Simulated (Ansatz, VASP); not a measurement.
## One calculation of Cu, two programs

Contents of INCAR:

```
PREC = Accurate ; ENCUT = 520
EDIFF = 1E-6 ; ISMEAR = -1
SIGMA = 0.1 ; LREAL = False
LASPH = True ; NELM = 80
ALGO = Normal ; ISIF = 2
LWAVE = False ; LCHARG = False
GGA = PE ; NBANDS = 12
```

File KPOINTS:

```
Automatic mesh
0
Gamma
  9 9 9
```

The input POSCAR:

```
Cu
1.0
    0.0000000000      1.8145751207      1.8145751207
    1.8145751207      0.0000000000      1.8145751207
    1.8145751207      1.8145751207      0.0000000000
Cu
1
Direct
    0.0000000000      0.0000000000      0.0000000000
```

Input for Ansatz:

```yaml
crystal:
  lattice:
    - [0.0, 1.8145751207, 1.8145751207]
    - [1.8145751207, 0.0, 1.8145751207]
    - [1.8145751207, 1.8145751207, 0.0]
  atoms:
    - { symbol: Cu, position: [0.0, 0.0, 0.0] }
hamiltonian:
  xc: pbe
  pseudopotentials:
    kind: paw
    azcp:
      Cu: "pseudopotentials/Cu.paw.azcp"
basis:
  ecutwfc: 420
  fft_grid_basis: typed
kpoints:
  mp_grid: { grid: [9, 9, 9], shift: [0, 0, 0] }
magnetization:
  spin_polarized: false
scf:
  occupations: { method: fermi_dirac, width: 0.1 }
  lower_state_search: "off"
output:
  stress: true
```

Alike in both runs: task single point; functional PBE; k mesh 9 × 9 × 9; occupations fermi-dirac, width 0.1 eV; no spin polarisation.

|  | VASP | Ansatz |
| --- | --- | --- |
| version | VASP 6.6.1 | Ansatz 0.2.0 |
| potentials or method | VASP PAW PBE potentials, release 64 (Cu), cutoff 520 eV | plane waves (420 eV) with PAW, scalar-relativistic |
| valence electrons in the cell | 11 | 19 |

```csv
,VASP,Ansatz,Ansatz less VASP
pressure (GPa),0.6,0.0,-0.54
```

VASP's potentials hold 11 valence electrons a cell and Ansatz's 19, so a difference there can come from the potentials and not from the codes.
